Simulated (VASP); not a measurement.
Here is a VASP 6.6.1 calculation.

File INCAR:

```
ALGO = Normal ; EDIFF = 1E-7
ENCUT = 520 ; GGA = PE
ISIF = 2 ; ISMEAR = 0
LASPH = True ; LCHARG = True
LELF = True ; LREAL = False
LVHAR = True ; LWAVE = False
NBANDS = 16 ; NELM = 100
PREC = Accurate ; SIGMA = 0.05
```

The input KPOINTS:

```
k-points
0
Gamma
  12 12 6
```

Contents of POSCAR:

```
SiC
1.0
    2.9680957510      0.0000000000      0.0000000000
   -1.4840478755      2.5704463213      0.0000000000
    0.0000000000      0.0000000000      5.0740211774
Si C
2 2
Direct
    0.3333333333      0.6666666667      0.0045635313
    0.6666666667      0.3333333333      0.5045635313
    0.3333333333      0.6666666667      0.3804364687
    0.6666666667      0.3333333333      0.8804364687
```

Potentials or basis: VASP PAW PBE potentials, release 64 (Si, C).

The run is started by

```console
$ cat potpaw_PBE.64/Si/POTCAR potpaw_PBE.64/C/POTCAR > POTCAR
$ mpirun -np 1 vasp_std > vasp.out
```

Predict the largest force.

0.514 eV/Å.

Predict the band gap on the k mesh.

1.98 eV, indirect (least direct gap 4.47 eV).

Stress tensor (GPa, compression positive):
```
30.11  0.00  0.00
 0.00 30.11  0.00
 0.00  0.00  3.21
```

Caveat: the cell differs from its parent crystal (strain -0.040 along x and y, +0.000 along z). A k mesh can miss the band edges.
